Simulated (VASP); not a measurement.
# HC18Cl in VASP: a series of runs, part 2 of 2

VASP 6.6.1. The steps go on from the part before.

## (3) Single point, PBE+D3(BJ)

INCAR

```
ALGO = Normal
EDIFF = 1E-6
ENCUT = 520
GGA = PE
ISIF = 2
ISMEAR = -1
IVDW = 12
LASPH = True
LCHARG = False
LREAL = Auto
LWAVE = False
NBANDS = 56
NELM = 80
PREC = Accurate
SIGMA = 0.05
```

KPOINTS

```
k-points
0
Gamma
  2 2 1
```

POSCAR

```
HC18Cl
1.0
    7.3980000000      0.0000000000      0.0000000000
   -3.6990000000      6.4068560000      0.0000000000
    0.0000000000      0.0000000000     13.0000000000
C Cl H
18 1 1
Direct
    0.0121239066     -0.0111130951      0.0757846154
    0.2311981630      0.0885925952      0.0726846154
    0.0118196085      0.3158803632      0.0739461538
    0.2325832613      0.4219386232      0.0917076923
   -0.0030558335      0.6564998495      0.0695538462
    0.2338520001      0.7710021889      0.0736384615
    0.3352028818     -0.0210243527      0.0786384615
    0.5660643194      0.0919015505      0.0867384615
    0.3499382494      0.3193141847      0.0867076923
    0.5678500401      0.4246700722      0.0863153846
    0.3329346471      0.6452150634      0.0846153846
    0.5604642479      0.7557216831      0.0905923077
    0.6690950114     -0.0212584769      0.0903153846
    0.9001947367      0.1019844991      0.0789307692
    0.6795735813      0.3136483792      0.0899153846
    0.8981213009      0.4319279222      0.0755846154
    0.6732127426      0.6453711462      0.0910076923
    0.8879591062      0.7596705779      0.0660692308
    0.9752896338      0.2671513142      0.3099461538
    0.9629936387      0.1475606756      0.2327692308
```

Potentials or basis: VASP PAW PBE potentials, release 64 (C, Cl, H).

On the command line:

```sh
$ cat potpaw_PBE.64/C/POTCAR potpaw_PBE.64/Cl/POTCAR potpaw_PBE.64/H/POTCAR > POTCAR
$ mpirun -np 1 vasp_std > vasp.out
```

OUTCAR:

```text
EDIFF = 1E-6
   ENCUT = 520
   GGA = PE
   ISIF = 2
   ISMEAR = -1
   IVDW = 12
   LASPH = True
   LREAL = Auto
   NELM = 80
   PREC = Accurate
 IVDW          = 12

 ion  position               nearest neighbor table
   1  0.012  0.989  0.076-   2 1.41  14 1.44  18 1.48
   2  0.231  0.089  0.073-   7 1.37   1 1.41   9 1.49
   3  0.012  0.316  0.074-  14 1.37   4 1.43  16 1.47
   4  0.233  0.422  0.092-   9 1.41   3 1.43  11 1.44
   5  0.997  0.656  0.070-  18 1.36  16 1.44   6 1.52
   6  0.234  0.771  0.074-   7 1.33  11 1.45   5 1.52
[... 10 lines left out ...]
  17  0.673  0.645  0.091-  18 1.41  10 1.42  12 1.43
  18  0.888  0.760  0.066-   5 1.36  17 1.41   1 1.48
  19  0.975  0.267  0.310-  20 1.31
  20  0.963  0.148  0.233-  19 1.31

  LATTYP: Found a hexagonal cell.
 ALAT       =     7.3980000000
 C/A-ratio  =     1.7572316842

  Lattice vectors:

 A1 = (   7.3980000000,   0.0000000000,   0.0000000000)
 A2 = (  -3.6990000000,   6.4068560000,   0.0000000000)
 A3 = (   0.0000000000,   0.0000000000,  13.0000000000)

Analysis of symmetry for initial positions (statically):
=====================================================================
 Subroutine PRICEL returns:
 Original cell was already a primitive cell.

 Routine SETGRP: Setting up the symmetry group for a
 hexagonal supercell.

 Subroutine GETGRP returns: Found  1 space group operations
 (whereof  1 operations were pure point group operations)
 out of a pool of 24 trial point group operations.

The static configuration has the point symmetry C_1 .

Analysis of symmetry for dynamics (positions and initial velocities):
=====================================================================
 Subroutine PRICEL returns:
 Original cell was already a primitive cell.

 Routine SETGRP: Setting up the symmetry group for a
 hexagonal supercell.

[... 141 lines left out ...]
  Fermi-wavevector in a.u.,A,eV,Ry     =   0.828967  1.566521  9.349739  0.687186
  Thomas-Fermi vector in A             =   1.941434
   LORBIT       =      0    0 simple, 1 ext, 2 COOP (PROOUT), +10 PAW based schemes
   GGA     = PE    functional components
   LHFCALC =     F    Hartree Fock is set to
   AEXX    =    0.0000 exact exchange contribution
   IVDW    =    12    specifies the selected vdW correction
   LEPSILON=     F    determine dielectric tensor
   LRPA    =     F    only Hartree local field effects (RPA)
 non-spin polarized calculation
  energy-cutoff  :      520.00
  volume of cell :      616.17
 maximum number of plane-waves:     16651
 NGX is ok and might be reduce to    56
   NGX = 27   NGY = 27   NGZ = 49

 number of electron      79.9999999 magnetization

 Free energy of the ion-electron system (eV)
  ---------------------------------------------------
  ext. energy  EPLUGINS =         0.00000000
  ---------------------------------------------------
  free energy    TOTEN  =      -170.02511088 eV

  energy without entropy =     -170.00636391  energy(sigma->0) =     -170.01573739

 E-fermi :  -1.9241     XC(G=0):  -3.8704

 val. band max:       -2.0254817677   @ k =   0.0000   0.0000   0.0000
 cond. band min:      -1.8205933758   @ k =   0.0000   0.0000   0.0000
 fundamental gap:      0.2048883919
 Fermi energy:        -1.9241214386

 k-point     1 :       0.0000    0.0000    0.0000
  band No.  band energies     occupation
      1     -21.4249      2.00000
      2     -19.1165      2.00000
      3     -19.0745      2.00000
      4     -18.8547      2.00000
      5     -18.8103      2.00000
      6     -18.7036      2.00000
[... 209 lines left out ...]
     51       3.8654      0.00000
     52       4.0626      0.00000
 [bands above 52 left out]

------------------------ aborting loop because EDIFF is reached ----------------------------------------

 Edisp (eV)   -1.82065

 E8    (eV) :    -0.5633

  FORCE on cell =-STRESS in cart. coord.  units (eV):
  Direction    XX          YY          ZZ          XY          YZ          ZX
  --------------------------------------------------------------------------------------
  -------------------------------------------------------------------------------------
  Total      -0.12426     2.42369     0.33401    -1.82514    -0.14115    -0.49571
  in kB      -0.32311     6.30210     0.86849    -4.74575    -0.36702    -1.28894
  external pressure =        2.28 kB  Pullay stress =        0.00 kB

 VOLUME and BASIS-vectors are now :
 -----------------------------------------------------------------------------
  energy-cutoff  :      520.00
  volume of cell :      616.17
      direct lattice vectors                 reciprocal lattice vectors
     7.398000000  0.000000000  0.000000000     0.135171668  0.078041398  0.000000000
    -3.699000000  6.406856000  0.000000000     0.000000000  0.156082796  0.000000000
     0.000000000  0.000000000 13.000000000     0.000000000  0.000000000  0.076923077

 POSITION                                       TOTAL-FORCE (eV/Angst)
 -----------------------------------------------------------------------------------
     -3.56820      6.33566      0.98520        -0.781653     -1.101931     -0.993917
      1.38270      0.56760      0.94490        -2.271417      2.878429      1.158286
     -1.08100      2.02380      0.96130        -1.100377      1.560890      0.956251
      0.15990      2.70330      1.19220        -0.701694      1.078527     -2.106155
      4.94700      4.20610      0.90420         4.238849     -1.123566     -0.239293
     -1.12190      4.93970      0.95730        -1.560770     -5.047524      0.159942
[... 12 lines left out ...]
      6.22700      1.71160      4.02930         0.142224     -0.275856      0.270164
      6.57840      0.94540      3.02600        -0.167383      0.275342      0.493387
 -----------------------------------------------------------------------------------
    total drift:                               -0.005145      0.011571      0.002420

  FREE ENERGIE OF THE ION-ELECTRON SYSTEM (eV)
  ---------------------------------------------------
  free  energy   TOTEN  =      -171.8457636678 eV

  energy  without entropy=     -171.8270166989  energy(sigma->0) =     -171.83639018
```

OSZICAR:

```text
N       E                     dE             d eps       ncg     rms          rms(c)
DAV:   1     0.677515922876E+03    0.67752E+03   -0.31479E+04   448   0.112E+03
DAV:   2    -0.720339650664E+02   -0.74955E+03   -0.71561E+03   656   0.272E+02
DAV:   3    -0.177964886205E+03   -0.10593E+03   -0.10512E+03   536   0.107E+02
[... 14 lines left out ...]
DAV:  18    -0.170025007932E+03   -0.27065E-03   -0.24447E-05   472   0.115E-02    0.434E-03
DAV:  19    -0.170025091748E+03   -0.83816E-04   -0.71996E-06   432   0.590E-03    0.141E-03
DAV:  20    -0.170025105586E+03   -0.13838E-04   -0.79876E-07   376   0.231E-03    0.694E-04
DAV:  21    -0.170025110009E+03   -0.44233E-05   -0.36766E-07   368   0.145E-03    0.372E-04
DAV:  22    -0.170025110875E+03   -0.86602E-06   -0.10836E-07   368   0.779E-04
   1 F= -.17184576E+03 E0= -.17183639E+03  d E =-.187470E-01
```

stdout:

```text
POSCAR found type information on POSCAR C ClH
 POSCAR found :  3 types and      20 ions
 scaLAPACK will be used
 LDA part: xc-table for (Slater+PW92), standard interpolation
 POSCAR, INCAR and KPOINTS ok, starting setup
 FFT: planning ... GRIDC
 FFT: planning ... GRID_SOFT
 FFT: planning ... GRID
 WAVECAR not read
 entering main loop
```

It took 4.8 min on 1 thread of Oxide Virtual Turin-like, shared host; peak memory 0.6 GiB.

What came out:

```
Free energy                : -171.8458 eV
Largest force              : 5.286 eV/Å
Band gap on the k mesh     : 0.20 eV
Dispersion energy per atom : -0.091 eV
```

Forces in eV/Å, atoms in the order of the input:
```
C   -0.782 -1.102 -0.994
C   -2.271  2.878  1.158
C   -1.100  1.561  0.956
C   -0.702  1.079 -2.106
C    4.239 -1.124 -0.239
C   -1.561 -5.048  0.160
C    3.350  2.295 -0.121
C   -1.310 -0.636  0.330
C   -1.365 -2.271 -0.254
C    0.067  0.799  1.060
C    1.965  1.399  0.710
C   -1.538 -0.407  0.025
C    1.537  0.888 -1.080
C   -0.147 -2.496  0.210
C   -0.095  0.654 -1.515
C    0.398 -0.534  0.369
C   -0.877  0.100 -1.646
C    0.216  1.965  2.214
Cl   0.142 -0.276  0.270
H   -0.167  0.275  0.493
```

Caveat: the k points lie up to 0.49 Å⁻¹ apart; the atoms stand as in a frame of molecular dynamics; there is no dipole correction, which matters where the two faces differ; semilocal functionals underestimate gaps, and a narrow one can read as zero.
